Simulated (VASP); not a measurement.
Write the native input for VASP 6.6.1 that does the following.

| Item | Value |
| --- | --- |
| Task | single point |
| Functional | PBEsol |
| Potentials or basis | VASP PAW PBE potentials, release 64 (In_d) |
| Cutoff | 400 eV |
| k mesh | 9 × 9 × 1 |
| Occupations | fermi-dirac, width 0.05 eV |
| Spin | no spin polarisation |
| Dipole correction | no |
| Further INCAR settings | ALGO = Normal; EDIFF = 1e-06; NBANDS = 26; NELMDL = -8 |

The structure of In lies in POSCAR:

```
In
1.0
    3.3354847820      0.0000000000      0.0000000000
   -1.6677423910      2.8886145552      0.0000000000
    0.0000000000      0.0000000000     20.5091429200
In
3
Direct
    0.3333333300      0.6666666600      0.3656905620
    0.6666666700      0.3333333400      0.5000000000
    0.3333333300      0.6666666600      0.6343094380
```

One way to write it, as run:

INCAR

```
SYSTEM = In
PREC = Accurate
ENCUT = 400
EDIFF = 1E-6
ISMEAR = -1
SIGMA = 0.05
LREAL = .FALSE.
LASPH = .TRUE.
NELM = 120
ALGO = Normal
ISIF = 2
LWAVE = .FALSE.
LCHARG = .FALSE.
GGA = PS
NBANDS = 26
GGA_COMPAT = .FALSE.
NELMDL = -8
```

KPOINTS

```
Automatic mesh
0
G
  9 9 1
  0 0 0
```

Potentials or basis: VASP PAW PBE potentials, release 64 (In_d).

Run with:

```bash
$ cat potpaw_PBE.64/In_d/POTCAR > POTCAR
$ mpirun -np 1 vasp_std > vasp.out
```

It gave:

The largest force is 0.110 eV/Å.

Caveat: the PAW data sets were made with another functional, which shifts forces and pressure a little.

It took 61 s on 1 thread of Intel(R) Xeon(R) Platinum 8375C CPU @ 2.90GHz (Ice Lake), on a shared host, peak memory 0.24 GiB.
